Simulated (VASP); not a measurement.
# Al (R-3m) in VASP: single point with PBEsol

Aim: the single point of Al with PBEsol.

All numbers are computed with VASP 6.6.1; they aren't measurements. Logs are shortened: lines on timing, memory, paths and dates and some standing lists are left out, and cuts for length are marked.

### Step 1. The cell of the first run

It takes space group R-3m (No. 166, trigonal). The conventional cell has a = 2.844 Å, b = 2.844 Å, c = 6.934 Å, α = 90.00°, β = 90.00°, γ = 120.00°. Within 3.7 Å of Al (site symmetry -3m) lie 12 Al at 2.84 Å.

### Step 2. Single point, PBEsol

The input, INCAR:

```
SYSTEM = Al
PREC = Accurate ; ENCUT = 500
EDIFF = 1E-6 ; ISMEAR = 0
SIGMA = 0.1 ; LREAL = .FALSE.
LASPH = .TRUE. ; NELM = 120
ALGO = Normal ; ISIF = 2
LWAVE = .FALSE. ; LCHARG = .FALSE.
GGA = PS ; NBANDS = 12
GGA_COMPAT = .FALSE.
```

The input, KPOINTS:

```
regular mesh
0
G
  30 30 14
  0 0 0
```

The input, POSCAR:

```
Al
1.0
    2.8436728407      0.0000000000      0.0000000000
   -1.4218364203      2.4626929201      0.0000000000
    0.0000000000      0.0000000000      6.9344967577
Al
3
Direct
    0.0000000000      0.0000000000      0.0000000000
    0.3333333333      0.6666666667      0.3333333333
    0.6666666667      0.3333333333      0.6666666667
```

Potentials or basis: VASP PAW PBE potentials, release 64 (Al).

On the command line:

```bash
$ cat potpaw_PBE.64/Al/POTCAR > POTCAR
$ mpirun -np 1 vasp_std > vasp.out
```

OUTCAR:

```text
SYSTEM = Al
   PREC = Accurate
   ENCUT = 500
   EDIFF = 1E-6
   ISMEAR = 0
   LREAL = .FALSE.
   LASPH = .TRUE.
   NELM = 120
   ISIF = 2
   GGA = PS

 ion  position               nearest neighbor table
   1  0.000  0.000  0.000-   2 2.84   3 2.84   2 2.84   3 2.84   3 2.84   2 2.84
   2  0.333  0.667  0.333-   1 2.84   1 2.84   1 2.84   3 2.84   3 2.84   3 2.84
   3  0.667  0.333  0.667-   1 2.84   1 2.84   1 2.84   2 2.84   2 2.84   2 2.84

  LATTYP: Found a hexagonal cell.
 ALAT       =     2.8436728407
 C/A-ratio  =     2.4385705199

  Lattice vectors:

 A1 = (   2.8436728407,   0.0000000000,   0.0000000000)
 A2 = (  -1.4218364203,   2.4626929201,   0.0000000000)
 A3 = (   0.0000000000,   0.0000000000,   6.9344967577)

Analysis of symmetry for initial positions (statically):
=====================================================================
 Subroutine PRICEL returns following result:

  LATTYP: Found a trigonal (rhomboedric) cell.
 ALAT       =     2.8352282090
 COS(alpha) =     0.4970170980

  Lattice vectors:

 A1 = (   1.4218364201,   0.8208976402,  -2.3114989197)
 A2 = (   0.0000000001,  -1.6417952801,  -2.3114989190)
 A3 = (  -1.4218364202,   0.8208976400,  -2.3114989190)

   3 primitive cells build up your supercell.

 Routine SETGRP: Setting up the symmetry group for a
 hexagonal supercell.

 Subroutine GETGRP returns: Found 12 space group operations
 (whereof 12 operations were pure point group operations)
 out of a pool of 24 trial point group operations.

The static configuration has the point symmetry D_3d.

Analysis of symmetry for dynamics (positions and initial velocities):
=====================================================================
 Subroutine PRICEL returns following result:

  LATTYP: Found a trigonal (rhomboedric) cell.
 ALAT       =     2.8352282090
 COS(alpha) =     0.4970170980

  Lattice vectors:

 A1 = (   1.4218364201,   0.8208976402,  -2.3114989197)
 A2 = (   0.0000000001,  -1.6417952801,  -2.3114989190)
 A3 = (  -1.4218364202,   0.8208976400,  -2.3114989190)

   3 primitive cells build up your supercell.

 Routine SETGRP: Setting up the symmetry group for a
 hexagonal supercell.

 Subroutine GETGRP returns: Found 12 space group operations
 (whereof 12 operations were pure point group operations)
 out of a pool of 24 trial point group operations.

The dynamic configuration has the point symmetry D_3d.

 Subroutine INISYM returns: Found 12 space group operations
 (whereof 12 operations are pure point group operations),
 and found     3 'primitive' translations

----------------------------------------------------------------------------------------

                                     Primitive cell

  volume of cell :      16.1876

  direct lattice vectors                    reciprocal lattice vectors
     1.421836420  0.820897640 -2.311498920     0.351657893  0.203029779 -0.144206571
     0.000000000 -1.641795280 -2.311498919    -0.000000000 -0.406059559 -0.144206571
    -1.421836420  0.820897640 -2.311498919    -0.351657893  0.203029779 -0.144206571

  length of vectors
     2.835228209  2.835228209  2.835228208     0.430905906  0.430905906  0.430905907

  position of ions in fractional coordinates (direct lattice)
     0.000000000  0.000000000  0.000000000

  ion indices of the primitive-cell ions
   primitive index   ion index
                 1           1

----------------------------------------------------------------------------------------

 KPOINTS: regular mesh

Automatic generation of k-mesh.
 Grid dimensions read from file:
 generate k-points for:   30   30   14

 Generating k-lattice:

  Cartesian coordinates                     Fractional coordinates (reciprocal lattice)
     0.011721930  0.006767659  0.000000000     0.033333333  0.000000000  0.000000000
     0.000000000  0.013535319  0.000000000     0.000000000  0.033333333  0.000000000
     0.000000000  0.000000000  0.010300469     0.000000000  0.000000000  0.071428571

  Length of vectors
     0.013535319  0.013535319  0.010300469

  Shift w.r.t. Gamma in fractional coordinates (k-lattice)
     0.000000000  0.000000000  0.000000000

 Subroutine IBZKPT returns following result:
 ===========================================

 Found   1178 irreducible k-points:

 Following reciprocal coordinates:
            Coordinates               Weight
  0.000000  0.000000  0.000000      1.000000
  0.033333  0.000000  0.000000      6.000000
  0.066667  0.000000  0.000000      6.000000
  0.100000  0.000000  0.000000      6.000000
  0.133333  0.000000  0.000000      6.000000
  0.166667  0.000000  0.000000      6.000000
[... 16 lines left out ...]
  0.233333  0.033333  0.000000     12.000000
  0.266667  0.033333  0.000000     12.000000
 [... further k-points ...]
   k-points           NKPTS =   1178   k-points in BZ     NKDIM =   1178   number of bands    NBANDS=     12
   number of dos      NEDOS =    301   number of ions     NIONS =      3
   total plane-waves  NPLWV =  31104
   dimension x,y,z NGX =    24 NGY =   24 NGZ =   54
   dimension x,y,z NGXF=    48 NGYF=   48 NGZF=  108
   ions per type =               3
   NGX,Y,Z   is equivalent  to a cutoff of  14.03, 14.03, 12.95 a.u.
   NGXF,Y,Z  is equivalent  to a cutoff of  28.06, 28.06, 25.89 a.u.
 SYSTEM =  Al
   PREC   = accura    normal or accurate (medium, high low for compatibility)
   ISTART =      0    job   : 0-new  1-cont  2-samecut
   ICHARG =      2    charge: 1-file 2-atom 10-const
   ISPIN  =      1    spin polarized calculation?
   LNONCOLLINEAR =      F non collinear calculations
   LSORBIT =      F    spin-orbit coupling
   LASPH  =      T    aspherical Exc in radial PAW
   ENCUT  =  500.0 eV  36.75 Ry    6.06 a.u.   5.18  5.18 12.64*2*pi/ulx,y,z
   NELM   =    120;   NELMIN=  2; NELMDL= -5     # of ELM steps
   EDIFF  = 0.1E-05   stopping-criterion for ELM
   LREAL  =      F    real-space projection
   EDIFFG = 0.1E-04   stopping-criterion for IOM
   NSW    =      0    number of steps for IOM
   IBRION =     -1    ionic relax: 0-MD 1-quasi-New 2-CG
   NFREE  =      0    steps in history (QN), initial steepest desc. (CG)
   ISIF   =      2    stress and relaxation
   ISYM   =      2    0-nonsym 1-usesym 2-fastsym
   POTIM  = 0.5000    time-step for ionic-motion
   TEBEG  =    0.0;   TEEND  =   0.0 temperature during run
   PSTRESS=    0.0 pullay stress
   NELECT =       9.0000    total number of electrons
   NUPDOWN=      -1.0000    fix difference up-down
   EMIN   =  10.00;   EMAX   =-10.00  energy-range for DOS
   EFERMI =   0.00;   METHOD = LEGACY
   ISMEAR =     0;   SIGMA  =   0.10  broadening in eV -4-tet -1-fermi 0-gaus
   EFERMI_NEDOS =   21; number of points for ismear=-14 and -15
   IALGO  =     38    algorithm
   IMIX   =      4    mixing-type and parameters
     AMIX     =   0.40;   BMIX     =  1.00
     AMIX_MAG =   1.60;   BMIX_MAG =  1.00
  volume/ion in A,a.u.               =      16.19       109.24
  Fermi-wavevector in a.u.,A,eV,Ry     =   0.933370  1.763814 11.853129  0.871180
  Thomas-Fermi vector in A             =   2.060065
   LORBIT       =      0    0 simple, 1 ext, 2 COOP (PROOUT), +10 PAW based schemes
   GGA     = PS    functional components
   LHFCALC =     F    Hartree Fock is set to
   AEXX    =    0.0000 exact exchange contribution
   IVDW    =     0    specifies the selected vdW correction
   LEPSILON=     F    determine dielectric tensor
   LRPA    =     F    only Hartree local field effects (RPA)
 non-spin polarized calculation
 Gauss-broadening in eV      SIGMA  =   0.10
  energy-cutoff  :      500.00
  volume of cell :       48.56
 maximum number of plane-waves:      1250
 NGX is ok and might be reduce to    24
   NGX = 11   NGY = 11   NGZ = 25

 number of electron       9.0000000 magnetization

 Free energy of the ion-electron system (eV)
  ---------------------------------------------------
  ext. energy  EPLUGINS =         0.00000000
  ---------------------------------------------------
  free energy    TOTEN  =       -12.27976224 eV

  energy without entropy =      -12.27382848  energy(sigma->0) =      -12.27679536

 E-fermi :   8.1662     XC(G=0): -10.3267

 val. band max:        8.1642742033   @ k =   0.4333   0.1000   0.2857
 cond. band min:       8.1674690413   @ k =   0.4000   0.1333   0.2143
 fundamental gap:      0.0031948380
 Fermi energy:         8.1661808502

 k-point     1 :       0.0000    0.0000    0.0000
  band No.  band energies     occupation
      1      -3.1123      2.00000
      2      -0.0685      2.00000
      3      -0.0685      2.00000
      4       8.7178      0.00000
      5       8.7178      0.00000
      6      18.9727      0.00000
      7      18.9727      0.00000
      8      18.9727      0.00000
      9      18.9727      0.00000
     10      20.8035      0.00000
     11      20.8035      0.00000
     12      20.9459      0.00000

 k-point     2 :       0.0333    0.0000    0.0000
  band No.  band energies     occupation
      1      -3.0852      2.00000
      2      -0.0420      2.00000
      3      -0.0420      2.00000
      4       8.7417      0.00000
      5       8.7419      0.00000
      6      18.0510      0.00000
      7      18.2995      0.00000
      8      19.3468      0.00000
      9      19.6917      0.00000
     10      20.2367      0.00000
     11      20.5760      0.00000
     12      20.7344      0.00000

 k-point     3 :       0.0667    0.0000    0.0000
  band No.  band energies     occupation
      1      -3.0039      2.00000
      2       0.0375      2.00000
      3       0.0375      2.00000
      4       8.8127      0.00000
      5       8.8143      0.00000
      6      16.8874      0.00000
      7      17.6730      0.00000
      8      19.1506      0.00000
      9      19.1635      0.00000
     10      19.6067      0.00000
     11      20.1122      0.00000
     12      20.2914      0.00000
[... 286 lines left out ...]
 k-point    23 :       0.2333    0.0333    0.0000
  band No.  band energies     occupation
      1      -1.5754      2.00000
      2       1.4323      2.00000
      3       1.4343      2.00000
      4       9.4153      0.00000
      5      10.0681      0.00000
      6      10.9871      0.00000
      7      12.7967      0.00000
      8      13.0446      0.00000
      9      14.5709      0.00000
     10      17.1808      0.00000
     11      17.1904      0.00000
     12      17.2398      0.00000

 k-point    24 :       0.2667    0.0333    0.0000
  band No.  band energies     occupation
      1      -1.1471      2.00000
      2       1.8493      2.00000
      3       1.8531      2.00000
      4       8.7239      0.00000
      5      10.4272      0.00000
      6      10.9763      0.00000
      7      11.7281      0.00000
      8      11.9745      0.00000
      9      14.2390      0.00000
     10      16.7877      0.00000
     11      16.8598      0.00000
     12      16.9098      0.00000

 [... further k-points ...]
[... 5 lines left out ...]
  --------------------------------------------------------------------------------------
  -------------------------------------------------------------------------------------
  Total       -0.0664157     -0.0664157      0.1408925     -0.0000000     -0.0000000      0.0000000
  in kB       -2.1911738     -2.1911738      4.6482951     -0.0000000     -0.0000000      0.0000000
  external PRESSURE =       0.0886492 kB  Pullay stress =       0.0000000 kB

 VOLUME and BASIS-vectors are now :
 -----------------------------------------------------------------------------
  energy-cutoff  :      500.00
  volume of cell :       48.56
      direct lattice vectors                 reciprocal lattice vectors
     2.843672841  0.000000000  0.000000000     0.351657893  0.203029779  0.000000000
    -1.421836420  2.462692920  0.000000000     0.000000000  0.406059559  0.000000000
     0.000000000  0.000000000  6.934496758     0.000000000  0.000000000  0.144206571

 POSITION                                       TOTAL-FORCE (eV/Angst)
 -----------------------------------------------------------------------------------
      0.00000      0.00000      0.00000         0.000000     -0.000000     -0.000000
     -0.00000      1.64180      2.31150        -0.000000      0.000000      0.000000
      1.42184      0.82090      4.62300        -0.000000     -0.000000     -0.000000
 -----------------------------------------------------------------------------------
    total drift:                                0.000000     -0.000000      0.000000

  FREE ENERGIE OF THE ION-ELECTRON SYSTEM (eV)
  ---------------------------------------------------
  free  energy   TOTEN  =       -12.2797622435 eV

  energy  without entropy=      -12.2738284771  energy(sigma->0) =      -12.27679536
```

It took 7.5 min on 1 thread of Intel Xeon Platinum 8488C (Sapphire Rapids), shared host; peak memory 0.57 GiB.

What came out:

```yaml
Free_energy: -12.2798 eV
Pressure: 0.0 GPa
Band_gap_on_the_k_mesh: zero (an odd number of electrons rules out a gap without spin polarisation)
```

Stress tensor (GPa, compression positive):
```
-0.22  0.00  0.00
 0.00 -0.22  0.00
 0.00  0.00  0.46
```

Levels at points of the mesh, in eV from the Fermi level:
| k point | band 1 | band 2 | band 3 | band 4 | band 5 | band 6 | band 7 | band 8 | band 9 |
| --- | --- | --- | --- | --- | --- | --- | --- | --- | --- |
| (0.00, 0.00, 0.00) | -11.28 | -8.23 | -8.23 | 0.55 | 0.55 | 10.81 | 10.81 | 10.81 | 10.81 |
| (0.50, 0.00, 0.00) | -5.31 | -5.31 | -2.98 | -2.38 | -2.38 | -1.63 | 5.24 | 5.61 | 5.72 |
| (0.00, 0.00, 0.50) | -10.51 | -10.51 | -4.66 | -4.36 | 6.79 | 6.79 | 11.39 | 11.39 | 11.39 |
| (0.50, 0.00, 0.50) | -4.69 | -4.60 | -4.60 | -4.44 | 1.00 | 1.00 | 1.57 | 1.57 | 6.26 |

Caveat: the PAW data sets were made with another functional, which shifts forces and pressure a little.
